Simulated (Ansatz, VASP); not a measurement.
## One calculation of BP, two programs

```xyz
2
Lattice="0.0000 2.1554 2.1554 2.1554 0.0000 2.1554 2.1554 2.1554 0.0000" Properties=species:S:1:pos:R:3 pbc="T T T"
B     0.0000    0.0000    0.0000
P     2.1554    2.1554    2.1554
```

Alike in both runs: task single point; functional PBEsol; k mesh 8 × 8 × 8; occupations fermi-dirac, width 0.02 eV; no spin polarisation.

|  | VASP | Ansatz |
| --- | --- | --- |
| version | VASP 6.6.1 | Ansatz 0.2.0 |
| potentials or method | VASP PAW PBE potentials, release 64 (B, P) | plane waves, PAW |
| plane-wave cutoff (eV) | 500 | 420 |
| valence electrons in the cell | 8 | 8 |

Ansatz gave:

| Quantity | Value |
| --- | --- |
| pressure (GPa) | -3.7 |

Task: Estimate VASP's values.

Result: Pressure (GPa): -3.5.

VASP's potentials were made for PBE, not for PBEsol.
